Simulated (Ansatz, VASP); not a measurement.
# Two plane-wave programs on HfO2

Contents of POSCAR:

```
HfO2
1.0
    0.0000000000     -2.5291609878     -2.5291609878
   -2.5291609878      0.0000000000     -2.5291609878
    2.5291609878      2.5291609878     -5.0583219756
Hf O
2 4
Direct
    0.5201770954      0.5201770954      0.4999998979
   -0.0201770954     -0.0201770954      0.0000001021
    0.1274536946      0.1274536946      0.6250000051
    0.6225463054      0.6225463054      0.1249999949
    0.3725463054      0.3725463054      0.8749999949
    0.8774536946      0.8774536946      0.3750000051
```

Contents of INCAR.step1:

```
SYSTEM = HfO2
PREC = Accurate ; ENCUT = 520
ISMEAR = 0 ; SIGMA = 0.05
LREAL = .False. ; LASPH = .True.
NELM = 60 ; NBANDS = 31
GGA = PE ; ALGO = Normal
EDIFF = 1E-4 ; LWAVE = .True.
LCHARG = .False.
```

Contents of INCAR.step2:

```
SYSTEM = HfO2
PREC = Accurate ; ENCUT = 520
EDIFF = 1E-7 ; ISMEAR = 0
SIGMA = 0.05 ; LREAL = .False.
LASPH = .True. ; NELM = 60
ALGO = Normal ; ISIF = 2
LWAVE = .False. ; LCHARG = .True.
METAGGA = R2SCAN ; LMIXTAU = .True.
LELF = .True. ; LVHAR = .True.
NBANDS = 31 ; ISTART = 1
```

File KPOINTS:

```
Automatic mesh
0
Gamma
  6 6 8
  0 0 0
```

Input for Ansatz:

```yaml
crystal:
  lattice:
    - [0.0, -2.5291609878, -2.5291609878]
    - [-2.5291609878, 0.0, -2.5291609878]
    - [2.5291609878, 2.5291609878, -5.0583219756]
  atoms:
    - { symbol: Hf, position: [0.5201770954, 0.5201770954, 0.4999998979] }
    - { symbol: Hf, position: [-0.0201770954, -0.0201770954, 1.021e-07] }
    - { symbol: O, position: [0.1274536946, 0.1274536946, 0.6250000051] }
    - { symbol: O, position: [0.6225463054, 0.6225463054, 0.1249999949] }
    - { symbol: O, position: [0.3725463054, 0.3725463054, 0.8749999949] }
    - { symbol: O, position: [0.8774536946, 0.8774536946, 0.3750000051] }
basis:
  ecutwfc: 500
kpoints:
  mp_grid: { grid: [6, 6, 8] }
hamiltonian:
  xc: r2scan
scf:
  occupations: { method: gaussian, width: 0.05 }
output:
  forces: true
  stress: true
  eigenvalues: true
```

Change from the starting cell: mode 4 (90.2 1/cm) frozen in, largest displacement +0.125 Å.

Alike in both runs: task single point; functional r2SCAN; k mesh 6 × 6 × 8; occupations gaussian, width 0.05 eV; no spin polarisation.

```csv
,VASP,Ansatz
version,VASP 6.6.1,Ansatz 0.2.0
potentials or method,"VASP PAW PBE potentials, release 64 (Hf_pv, O), cutoff 520 eV","scalar-relativistic, plane waves, PAW"
valence electrons in the cell,44,76
```

Ansatz gave:

* gap on the k mesh at the Fermi level (eV): 4.39
* least direct gap on the mesh (eV): 4.39
* pressure (GPa): 1.4
* traceless stress, the component that is largest in VASP (GPa): 0.83
* rms of the force components (eV/Å): 0.257

Question: Estimate VASP's values.

Answer: gap on the k mesh at the Fermi level (eV): 4.40; least direct gap on the mesh (eV): 4.40; pressure (GPa): -2.5; traceless stress, the component that is largest in VASP (GPa): 0.82; rms of the force components (eV/Å): 0.241.

VASP's potentials were made for PBE, not for r2SCAN. Atom by atom the forces differ by 0.025 eV/Å (rms over components). One of these differences is far larger than is usual between the two programs; its cause wasn't traced. VASP's potentials hold 44 valence electrons a cell and Ansatz's 76, so a difference there can come from the potentials and not from the codes.

Spin-orbit coupling is off throughout.
